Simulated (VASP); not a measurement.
Set up this calculation in VASP 6.6.1, as the native input.

```yaml
Task: single point
Functional: PBE
Potentials_or_basis: VASP PAW PBE potentials, release 64 (Sr_sv, Ti_sv, O)
Cutoff: 520 eV
k_mesh: 8 × 8 × 8
Occupations: fermi-dirac, width 0.02 eV
Spin: no spin polarisation
Dipole_correction: no
Further_INCAR_settings: ALGO = Normal; EDIFF = 1e-06; NBANDS = 51
```

The structure of SrTiO3 lies in POSCAR:

```
SrTiO3
1.0
   -2.7555000000      2.7555000000      3.8590200000
    2.7555000000     -2.7555000000      3.8590200000
    2.7555000000      2.7555000000     -3.8590200000
Sr Ti O
2 2 6
Direct
    0.7500000000      0.2500000000      0.5000000000
    0.2500000000      0.7500000000      0.5000000000
    0.0000000000      0.0000000000      0.0000000000
    0.5000000000      0.5000000000      0.0000000000
    0.2500000000      0.2500000000      0.0000000000
    0.7500000000      0.7500000000      0.0000000000
    0.7283236542      0.2283236542      0.9566473085
    0.2283236542      0.2716763458      0.5000000000
    0.2716763458      0.7716763458      0.0433526916
    0.7716763458      0.7283236542      0.5000000000
```

This cell differs from its parent crystal: z stretched by -1 %, then relaxed in part.

The input as run:

INCAR

```
PREC = Accurate
ENCUT = 520
EDIFF = 1E-6
ISMEAR = -1
SIGMA = 0.02
LREAL = False
LASPH = True
NELM = 80
ALGO = Normal
ISIF = 2
LWAVE = False
LCHARG = False
GGA = PE
NBANDS = 51
```

KPOINTS

```
regular mesh
0
Gamma
  8 8 8
```

Potentials or basis: VASP PAW PBE potentials, release 64 (Sr_sv, Ti_sv, O).

Run with:

```bash
$ cat potpaw_PBE.64/Sr_sv/POTCAR potpaw_PBE.64/Ti_sv/POTCAR potpaw_PBE.64/O/POTCAR > POTCAR
$ mpirun -np 1 vasp_std > vasp.out
```

Results of the run:

| Property | Result |
| --- | --- |
| Pressure | 7.9 GPa |
| Largest force | 0.007 eV/Å |
| Band gap on the k mesh | 1.96 eV |

Caveat: the cell differs from its parent crystal (z stretched by -1 %, then relaxed in part); the cell stands under pressure.

It took 13 min on 1 thread of Oxide Virtual Turin-like Processor, with other jobs on the host, peak memory 0.41 GiB.
